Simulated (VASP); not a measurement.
# ZnAu (Pm-3m) in VASP: notebook

Runs on ZnAu. Level: PBEsol. Tasks: single point.

All numbers are computed with VASP 6.6.1; they aren't measurements. Logs are shortened: lines on timing, memory, paths and dates and some standing lists are left out, and cuts for length are marked.

## Step 1: The cell of the first run

The structure is cubic, space group Pm-3m (No. 221). The conventional cell has a = 3.064 Å, b = 3.064 Å, c = 3.064 Å, α = 90.00°, β = 90.00°, γ = 90.00°. Zn (site symmetry m-3m) has 8 Au at 2.65 Å and 6 Zn at 3.06 Å within 3.5 Å. Within 3.5 Å of Au (site symmetry m-3m) lie 8 Zn at 2.65 Å and 6 Au at 3.06 Å.

## Step 2: Single point, PBEsol (14.39 Å³/atom)

Contents of INCAR:

```
PREC     = Accurate       # precision mode
ENCUT    = 520            # plane-wave cutoff, eV
EDIFF    = 1E-6           # SCF threshold, eV
ISMEAR   = 0              # smearing method
SIGMA    = 0.1            # smearing width, eV
LREAL    = False          # projectors in reciprocal space
LASPH    = True           # aspherical terms in the spheres
NELM     = 80             # most SCF steps
ALGO     = Fast           # electronic algorithm
ISIF     = 2              # what is computed and relaxed
LWAVE    = False          # write WAVECAR
LCHARG   = True           # write CHGCAR
GGA      = PS             # functional
LELF     = True           # ELF
LVHAR    = True         
NBANDS   = 18             # bands
```

Contents of KPOINTS:

```
regular mesh
0
Gamma
  14 14 14
```

Contents of POSCAR:

```
ZnAu
1.0
    3.0643301204      0.0000000000      0.0000000000
    0.0000000000      3.0643301204      0.0000000000
    0.0000000000      0.0000000000      3.0643301204
Zn Au
1 1
Direct
    0.5000000000      0.5000000000      0.5000000000
    0.0000000000      0.0000000000      0.0000000000
```

Potentials or basis: VASP PAW PBE potentials, release 64 (Zn, Au).

Run with:

```
$ cat potpaw_PBE.64/Zn/POTCAR potpaw_PBE.64/Au/POTCAR > POTCAR
$ mpirun -np 1 vasp_std > vasp.out
```

OUTCAR:

```text
PREC = Accurate
   ENCUT = 520
   EDIFF = 1E-6
   ISMEAR = 0
   LREAL = False
   LASPH = True
   NELM = 80
   ISIF = 2
   GGA = PS

 ion  position               nearest neighbor table
   1  0.500  0.500  0.500-   2 2.65   2 2.65   2 2.65   2 2.65   2 2.65   2 2.65   2 2.65   2 2.65

   2  0.000  0.000  0.000-   1 2.65   1 2.65   1 2.65   1 2.65   1 2.65   1 2.65   1 2.65   1 2.65

  LATTYP: Found a simple cubic cell.
 ALAT       =     3.0643301204

  Lattice vectors:

 A1 = (   3.0643301204,   0.0000000000,   0.0000000000)
 A2 = (   0.0000000000,   3.0643301204,   0.0000000000)
 A3 = (   0.0000000000,   0.0000000000,   3.0643301204)

Analysis of symmetry for initial positions (statically):
=====================================================================
 Subroutine PRICEL returns:
 Original cell was already a primitive cell.

 Routine SETGRP: Setting up the symmetry group for a
 simple cubic supercell.

 Subroutine GETGRP returns: Found 48 space group operations
 (whereof 48 operations were pure point group operations)
 out of a pool of 48 trial point group operations.

The static configuration has the point symmetry O_h .

Analysis of symmetry for dynamics (positions and initial velocities):
=====================================================================
 Subroutine PRICEL returns:
 Original cell was already a primitive cell.

 Routine SETGRP: Setting up the symmetry group for a
 simple cubic supercell.

 Subroutine GETGRP returns: Found 48 space group operations
 (whereof 48 operations were pure point group operations)
 out of a pool of 48 trial point group operations.

The dynamic configuration has the point symmetry O_h .

 Subroutine INISYM returns: Found 48 space group operations
 (whereof 48 operations are pure point group operations),
 and found     1 'primitive' translations

----------------------------------------------------------------------------------------

                                     Primitive cell

  volume of cell :      28.7744

  direct lattice vectors                    reciprocal lattice vectors
     3.064330120  0.000000000  0.000000000     0.326335597  0.000000000  0.000000000
     0.000000000  3.064330120  0.000000000     0.000000000  0.326335597  0.000000000
     0.000000000  0.000000000  3.064330120     0.000000000  0.000000000  0.326335597

  length of vectors
     3.064330120  3.064330120  3.064330120     0.326335597  0.326335597  0.326335597

  position of ions in fractional coordinates (direct lattice)
     0.500000000  0.500000000  0.500000000
     0.000000000  0.000000000  0.000000000

  ion indices of the primitive-cell ions
   primitive index   ion index
                 1           1
                 2           2

----------------------------------------------------------------------------------------

 KPOINTS: regular mesh

Automatic generation of k-mesh.
 Grid dimensions read from file:
 generate k-points for:   14   14   14

 Generating k-lattice:

  Cartesian coordinates                     Fractional coordinates (reciprocal lattice)
     0.023309686  0.000000000  0.000000000     0.071428571  0.000000000  0.000000000
     0.000000000  0.023309686  0.000000000     0.000000000  0.071428571  0.000000000
     0.000000000  0.000000000  0.023309686     0.000000000  0.000000000  0.071428571

  Length of vectors
     0.023309686  0.023309686  0.023309686

  Shift w.r.t. Gamma in fractional coordinates (k-lattice)
     0.000000000  0.000000000  0.000000000

 Subroutine IBZKPT returns following result:
 ===========================================

 Found    120 irreducible k-points:

 Following reciprocal coordinates:
            Coordinates               Weight
  0.000000  0.000000  0.000000      1.000000
  0.071429  0.000000  0.000000      6.000000
  0.142857  0.000000  0.000000      6.000000
  0.214286  0.000000  0.000000      6.000000
  0.285714  0.000000  0.000000      6.000000
  0.357143  0.000000  0.000000      6.000000
[... 16 lines left out ...]
  0.285714  0.214286  0.000000     24.000000
  0.357143  0.214286  0.000000     24.000000
 [... further k-points ...]
   k-points           NKPTS =    120   k-points in BZ     NKDIM =    120   number of bands    NBANDS=     18
   number of dos      NEDOS =    301   number of ions     NIONS =      2
   total plane-waves  NPLWV =  13824
   dimension x,y,z NGX =    24 NGY =   24 NGZ =   24
   dimension x,y,z NGXF=    48 NGYF=   48 NGZF=   48
   ions per type =               1   1
   NGX,Y,Z   is equivalent  to a cutoff of  13.02, 13.02, 13.02 a.u.
   NGXF,Y,Z  is equivalent  to a cutoff of  26.04, 26.04, 26.04 a.u.
 SYSTEM =  unknown system
   PREC   = accura    normal or accurate (medium, high low for compatibility)
   ISTART =      0    job   : 0-new  1-cont  2-samecut
   ICHARG =      2    charge: 1-file 2-atom 10-const
   ISPIN  =      1    spin polarized calculation?
   LNONCOLLINEAR =      F non collinear calculations
   LSORBIT =      F    spin-orbit coupling
   LASPH  =      T    aspherical Exc in radial PAW
   ENCUT  =  520.0 eV  38.22 Ry    6.18 a.u.   5.70  5.70  5.70*2*pi/ulx,y,z
   NELM   =     80;   NELMIN=  2; NELMDL= -5     # of ELM steps
   EDIFF  = 0.1E-05   stopping-criterion for ELM
   LREAL  =      F    real-space projection
   EDIFFG = 0.1E-04   stopping-criterion for IOM
   NSW    =      0    number of steps for IOM
   IBRION =     -1    ionic relax: 0-MD 1-quasi-New 2-CG
   NFREE  =      0    steps in history (QN), initial steepest desc. (CG)
   ISIF   =      2    stress and relaxation
   ISYM   =      2    0-nonsym 1-usesym 2-fastsym
   POTIM  = 0.5000    time-step for ionic-motion
   TEBEG  =    0.0;   TEEND  =   0.0 temperature during run
   PSTRESS=    0.0 pullay stress
   NELECT =      23.0000    total number of electrons
   NUPDOWN=      -1.0000    fix difference up-down
   EMIN   =  10.00;   EMAX   =-10.00  energy-range for DOS
   EFERMI =   0.00;   METHOD = LEGACY
   ISMEAR =     0;   SIGMA  =   0.10  broadening in eV -4-tet -1-fermi 0-gaus
   EFERMI_NEDOS =   21; number of points for ismear=-14 and -15
   IALGO  =     68    algorithm
   IMIX   =      4    mixing-type and parameters
     AMIX     =   0.40;   BMIX     =  1.00
     AMIX_MAG =   1.60;   BMIX_MAG =  1.00
  volume/ion in A,a.u.               =      14.39        97.09
  Fermi-wavevector in a.u.,A,eV,Ry     =   1.519318  2.871094 31.406680  2.308326
  Thomas-Fermi vector in A             =   2.628320
   LORBIT       =      0    0 simple, 1 ext, 2 COOP (PROOUT), +10 PAW based schemes
   GGA     = PS    functional components
   LHFCALC =     F    Hartree Fock is set to
   AEXX    =    0.0000 exact exchange contribution
   IVDW    =     0    specifies the selected vdW correction
   LEPSILON=     F    determine dielectric tensor
   LRPA    =     F    only Hartree local field effects (RPA)
 non-spin polarized calculation
 RMM-DIIS sequential band-by-band and
 Gauss-broadening in eV      SIGMA  =   0.10
  energy-cutoff  :      520.00
  volume of cell :       28.77
 maximum number of plane-waves:       804
 NGX is ok and might be reduce to    24
   NGX = 11   NGY = 11   NGZ = 11

 number of electron      22.9999988 magnetization

 Free energy of the ion-electron system (eV)
  ---------------------------------------------------
  ext. energy  EPLUGINS =         0.00000000
  ---------------------------------------------------
  free energy    TOTEN  =        -5.89104086 eV

  energy without entropy =       -5.88745660  energy(sigma->0) =       -5.88924873

 E-fermi :   7.9581     XC(G=0): -12.9965

 val. band max:        7.9176333361   @ k =   0.3571   0.2857   0.0714
 cond. band min:       7.9707130135   @ k =   0.4286   0.4286   0.3571
 fundamental gap:      0.0530796774
 Fermi energy:         7.9581112762

 k-point     1 :       0.0000    0.0000    0.0000
  band No.  band energies     occupation
      1      -3.4999      2.00000
      2      -0.6089      2.00000
      3      -0.6089      2.00000
      4       0.3078      2.00000
      5       0.3078      2.00000
      6       0.3078      2.00000
[... 10 lines left out ...]
     17      20.6564      0.00000
     18      26.5395      0.00000

 k-point     2 :       0.0714    0.0000    0.0000
  band No.  band energies     occupation
      1      -3.4028      2.00000
      2      -0.5827      2.00000
      3      -0.5746      2.00000
      4       0.3070      2.00000
      5       0.3070      2.00000
      6       0.3177      2.00000
[... 10 lines left out ...]
     17      21.0811      0.00000
     18      26.5539      0.00000

 k-point     3 :       0.1429    0.0000    0.0000
  band No.  band energies     occupation
      1      -3.1163      2.00000
      2      -0.5067      2.00000
      3      -0.4791      2.00000
      4       0.3056      2.00000
      5       0.3056      2.00000
      6       0.3459      2.00000
[... 10 lines left out ...]
     17      22.4752      0.00000
     18      26.4706      0.00000

 k-point     4 :       0.2143    0.0000    0.0000
  band No.  band energies     occupation
      1      -2.6550      2.00000
      2      -0.3891      2.00000
      3      -0.3438      2.00000
      4       0.3054      2.00000
      5       0.3054      2.00000
      6       0.3875      2.00000
[... 10 lines left out ...]
     17      24.4849      0.00000
     18      25.7527      0.00000

 k-point     5 :       0.2857    0.0000    0.0000
  band No.  band energies     occupation
      1      -2.0475      2.00000
      2      -0.2444      2.00000
      3      -0.1997      2.00000
      4       0.3082      2.00000
      5       0.3082      2.00000
      6       0.4350      2.00000
[... 10 lines left out ...]
     17      24.3632      0.00000
     18      24.4015      0.00000

 k-point     6 :       0.3571    0.0000    0.0000
  band No.  band energies     occupation
      1      -1.3478      2.00000
      2      -0.0965      2.00000
      3      -0.0837      2.00000
      4       0.3141      2.00000
      5       0.3141      2.00000
      6       0.4789      2.00000
[... 10 lines left out ...]
     17      22.8129      0.00000
     18      22.8384      0.00000

 k-point     7 :       0.4286    0.0000    0.0000
  band No.  band energies     occupation
      1      -0.6669      2.00000
      2      -0.0431      2.00000
      3       0.0203      2.00000
      4       0.3205      2.00000
      5       0.3205      2.00000
      6       0.5101      2.00000
[... 10 lines left out ...]
     17      21.2554      0.00000
     18      21.2570      0.00000

 k-point     8 :       0.5000    0.0000    0.0000
  band No.  band energies     occupation
      1      -0.2506      2.00000
      2      -0.1376      2.00000
      3       0.0658      2.00000
      4       0.3232      2.00000
      5       0.3232      2.00000
      6       0.5213      2.00000
[... 10 lines left out ...]
     17      19.8541      0.00000
     18      19.9302      0.00000
[... 229 lines left out ...]
     17      22.4222      0.00000
     18      22.9156      0.00000

 k-point    20 :       0.4286    0.1429    0.0000
  band No.  band energies     occupation
      1      -0.6283      2.00000
      2      -0.1505      2.00000
      3       0.1183      2.00000
      4       0.2209      2.00000
      5       0.3838      2.00000
      6       0.6029      2.00000
[... 10 lines left out ...]
     17      21.4053      0.00000
     18      22.7409      0.00000

 k-point    21 :       0.5000    0.1429    0.0000
  band No.  band energies     occupation
      1      -0.3722      2.00000
      2      -0.2117      2.00000
      3       0.1406      2.00000
      4       0.2365      2.00000
      5       0.3622      2.00000
      6       0.7550      2.00000
[... 10 lines left out ...]
     17      20.1928      0.00000
     18      23.1850      0.00000

 k-point    22 :       0.2143    0.2143    0.0000
  band No.  band energies     occupation
      1      -1.9207      2.00000
      2      -0.2839      2.00000
      3      -0.0834      2.00000
      4       0.1487      2.00000
      5       0.3348      2.00000
      6       0.4382      2.00000
[... 10 lines left out ...]
     17      24.0304      0.00000
     18      24.7558      0.00000

 k-point    23 :       0.2857    0.2143    0.0000
  band No.  band energies     occupation
      1      -1.4498      2.00000
      2      -0.2489      2.00000
      3       0.0680      2.00000
      4       0.1129      2.00000
      5       0.4006      2.00000
      6       0.4188      2.00000
[... 10 lines left out ...]
     17      23.6890      0.00000
     18      24.3780      0.00000

 k-point    24 :       0.3571    0.2143    0.0000
  band No.  band energies     occupation
      1      -0.9964      2.00000
      2      -0.2465      2.00000
      3       0.1033      2.00000
      4       0.1904      2.00000
      5       0.3362      2.00000
      6       0.6201      2.00000
[... 10 lines left out ...]
     17      22.9852      0.00000
     18      23.2505      0.00000

 [... further k-points ...]

------------------------ aborting loop because EDIFF is reached ----------------------------------------

  FORCE on cell =-STRESS in cart. coord.  units (eV):
  Direction    XX          YY          ZZ          XY          YZ          ZX
  --------------------------------------------------------------------------------------
  -------------------------------------------------------------------------------------
  Total        1.9304767      1.9304767      1.9304767      0.0000000     -0.0000000      0.0000000
  in kB      107.4901090    107.4901090    107.4901090      0.0000000     -0.0000000      0.0000000
  external PRESSURE =     107.4901090 kB  Pullay stress =       0.0000000 kB

 VOLUME and BASIS-vectors are now :
 -----------------------------------------------------------------------------
  energy-cutoff  :      520.00
  volume of cell :       28.77
      direct lattice vectors                 reciprocal lattice vectors
     3.064330120  0.000000000  0.000000000     0.326335597  0.000000000  0.000000000
     0.000000000  3.064330120  0.000000000     0.000000000  0.326335597  0.000000000
     0.000000000  0.000000000  3.064330120     0.000000000  0.000000000  0.326335597

 POSITION                                       TOTAL-FORCE (eV/Angst)
 -----------------------------------------------------------------------------------
      1.53217      1.53217      1.53217         0.000000      0.000000      0.000000
      0.00000      0.00000      0.00000         0.000000      0.000000      0.000000
 -----------------------------------------------------------------------------------
    total drift:                                0.000000      0.000000     -0.000000

  FREE ENERGIE OF THE ION-ELECTRON SYSTEM (eV)
  ---------------------------------------------------
  free  energy   TOTEN  =        -5.8910408595 eV

  energy  without entropy=       -5.8874565970  energy(sigma->0) =       -5.88924873
```

Run time: 21 s. Hardware: 1 thread of Intel Xeon Platinum 8488C (Sapphire Rapids), shared host; peak memory 0.19 GiB.

Results:

```yaml
Free_energy: -5.8910 eV
Pressure: 10.7 GPa
Band_gap_on_the_k_mesh: zero (an odd number of electrons rules out a gap without spin polarisation)
```

Caveat: the cell stands under pressure; the PAW data sets were made with another functional, which shifts forces and pressure a little; spin-orbit coupling is left out, which moves the levels of the heavy elements.

## Step 3: Single point, PBEsol (14.85 Å³/atom)

This run uses another cell than the first one, of 14.85 Å³/atom.

Contents of INCAR:

```
PREC     = Accurate       # precision mode
ENCUT    = 520            # plane-wave cutoff, eV
EDIFF    = 1E-6           # SCF threshold, eV
ISMEAR   = 0              # smearing method
SIGMA    = 0.1            # smearing width, eV
LREAL    = F              # projectors in reciprocal space
LASPH    = T              # aspherical terms in the spheres
NELM     = 80             # most SCF steps
ALGO     = Normal         # electronic algorithm
ISIF     = 2              # what is computed and relaxed
LWAVE    = F              # write WAVECAR
LCHARG   = T              # write CHGCAR
GGA      = PS             # functional
LELF     = T              # ELF
LVHAR    = T            
NBANDS   = 18             # bands
```

KPOINTS is that of step 2.

Contents of POSCAR:

```
ZnAu
1.0
    3.0965885975      0.0000000000      0.0000000000
    0.0000000000      3.0965885975      0.0000000000
    0.0000000000      0.0000000000      3.0965885975
Zn Au
1 1
Direct
    0.5000000000      0.5000000000      0.5000000000
    0.0000000000      0.0000000000      0.0000000000
```

Potentials or basis: VASP PAW PBE potentials, release 64 (Zn, Au).

Run with:

```
$ cat potpaw_PBE.64/Zn/POTCAR potpaw_PBE.64/Au/POTCAR > POTCAR
$ mpirun -np 1 vasp_std > vasp.out
```

Run time: 18 s. Hardware: 1 thread of Intel Xeon Platinum 8488C (Sapphire Rapids), shared host; peak memory 0.19 GiB.

Results (log left out):

| Item | Value |
| --- | --- |
| Free energy | -5.9356 eV |
| Pressure | 4.9 GPa |
| Band gap on the k mesh | zero (an odd number of electrons rules out a gap without spin polarisation) |

Levels at points of the mesh, in eV from the Fermi level:
```
           k point  band 10  band 11  band 12  band 13  band 14  band 15
(0.00, 0.00, 0.00)    -3.81    -3.81     5.03     5.03     5.03     9.45
(0.50, 0.00, 0.00)    -5.12    -4.00    -2.38    10.50    11.42    11.42
(0.50, 0.50, 0.00)    -3.19    -2.22    -2.22     1.00     2.80    10.63
(0.50, 0.50, 0.50)    -3.13     1.52     3.78     3.78     3.78     3.86
```

Caveat: the cell stands under pressure; the PAW data sets were made with another functional, which shifts forces and pressure a little; spin-orbit coupling is left out, which moves the levels of the heavy elements.

## Step 4: Single point, PBEsol

This run uses another cell than the first one, of 15.31 Å³/atom.

Contents of INCAR:

```
ALGO = Fast ; EDIFF = 1E-6
ENCUT = 520 ; GGA = PS
ISIF = 2 ; ISMEAR = 0
LASPH = T ; LCHARG = F
LREAL = F ; LWAVE = F
NBANDS = 18 ; NELM = 60
PREC = Accurate ; SIGMA = 0.1
```

Contents of KPOINTS:

```
k-points
0
Gamma
  14 14 14
```

Contents of POSCAR:

```
ZnAu
1.0
    3.1281886229      0.0000000000      0.0000000000
    0.0000000000      3.1281886229      0.0000000000
    0.0000000000      0.0000000000      3.1281886229
Zn Au
1 1
Direct
    0.5000000000      0.5000000000      0.5000000000
    0.0000000000      0.0000000000      0.0000000000
```

Run with:

```
$ cat potpaw_PBE.64/Zn/POTCAR potpaw_PBE.64/Au/POTCAR > POTCAR
$ mpirun -np 1 vasp_std > vasp.out
```

Wall time 22 s (1 thread of Intel Xeon Platinum 8488C (Sapphire Rapids), shared host); peak memory 0.19 GiB.

The run converged. Its results:

```yaml
Free_energy: -5.9502 eV
Pressure: 0.2 GPa
Band_gap_on_the_k_mesh: zero (an odd number of electrons rules out a gap without spin polarisation)
```

Levels at points of the mesh, in eV from the Fermi level:
| k point | band 8 | band 9 | band 10 | band 11 | band 12 | band 13 | band 14 | band 15 | band 16 | band 17 |
| --- | --- | --- | --- | --- | --- | --- | --- | --- | --- | --- |
| (0.00, 0.00, 0.00) | -5.46 | -3.74 | -3.74 | -3.74 | 5.00 | 5.00 | 5.00 | 9.07 | 12.27 | 12.27 |
| (0.50, 0.00, 0.00) | -5.51 | -4.98 | -4.98 | -3.91 | -2.36 | 10.46 | 11.24 | 11.24 | 11.35 | 11.35 |
| (0.50, 0.50, 0.00) | -4.09 | -4.09 | -3.14 | -2.08 | -2.08 | 0.90 | 2.62 | 10.48 | 12.74 | 12.74 |
| (0.50, 0.50, 0.50) | -6.55 | -3.09 | -3.09 | 1.44 | 3.67 | 3.76 | 3.76 | 3.76 | 5.99 | 5.99 |

Caveat: the PAW data sets were made with another functional, which shifts forces and pressure a little; spin-orbit coupling is left out, which moves the levels of the heavy elements.

## Step 5: The runs side by side

| cell | gap on the mesh (eV) | pressure (GPa) |
| --- | --- | --- |
| a = 3.064 Å, 2 atoms | none | 10.7 |
| a = 3.097 Å, 2 atoms | none | 4.9 |
| a = 3.128 Å, 2 atoms | none | 0.2 |

Alike in all rows: task single point; level PBEsol; potentials or basis VASP PAW PBE potentials, release 64 (Zn, Au); no spin polarisation; k mesh 14 × 14 × 14; cutoff (eV) 520; smearing gaussian 0.1 eV.

Caveats: the PAW data sets were made with another functional, which shifts forces and pressure a little; spin-orbit coupling is left out, which moves the levels of the heavy elements; the cell stands under pressure (at least some runs).

Absolute energies hang on the potentials; compare differences alone.
